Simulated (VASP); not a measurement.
Write the native input for VASP 6.6.1 that does the following.

```yaml
Task: electric field gradients
Functional: PBE
Potentials_or_basis: VASP PAW PBE potentials, release 64 (Cd, S)
Cutoff: 520 eV
k_mesh: 13 × 13 × 13
Occupations: fermi-dirac, width 0.02 eV
Spin: no spin polarisation
Dipole_correction: no
Further_INCAR_settings: ALGO = Normal; EDIFF = 1e-08; NBANDS = 16
```

The structure of CdS (Hawleyite) lies in POSCAR:

```
CdS
1.0
    0.0000000000      2.9165000000      2.9165000000
    2.9165000000      0.0000000000      2.9165000000
    2.9165000000      2.9165000000      0.0000000000
Cd S
1 1
Direct
    0.0000000000      0.0000000000      0.0000000000
    0.2500000000      0.2500000000      0.2500000000
```

One way to write it, as run:

INCAR

```
ALGO = Normal
EDIFF = 1E-8
ENCUT = 520
GGA = PE
ISIF = 2
ISMEAR = -1
LASPH = True
LCHARG = False
LEFG = True
LREAL = False
LWAVE = False
NBANDS = 16
NELM = 100
PREC = Accurate
SIGMA = 0.02
```

KPOINTS

```
k-points
0
Gamma
  13 13 13
```

Potentials or basis: VASP PAW PBE potentials, release 64 (Cd, S).

The run is started by

```console
$ cat potpaw_PBE.64/Cd/POTCAR potpaw_PBE.64/S/POTCAR > POTCAR
$ mpirun -np 1 vasp_std > vasp.out
```

Results of the run:

| Quantity | Value |
| --- | --- |
| Pressure | 3.2 GPa |
| Band gap on the k mesh | 1.15 eV, direct |

Caveat: without QUAD_EFG the Cq values of the log hold for a quadrupole moment of 1 mb, not for the nuclei.

Run time: 27 s on 1 thread of Intel(R) Xeon(R) 6975P-C (Granite Rapids), with other jobs on the host, peak memory 0.21 GiB.
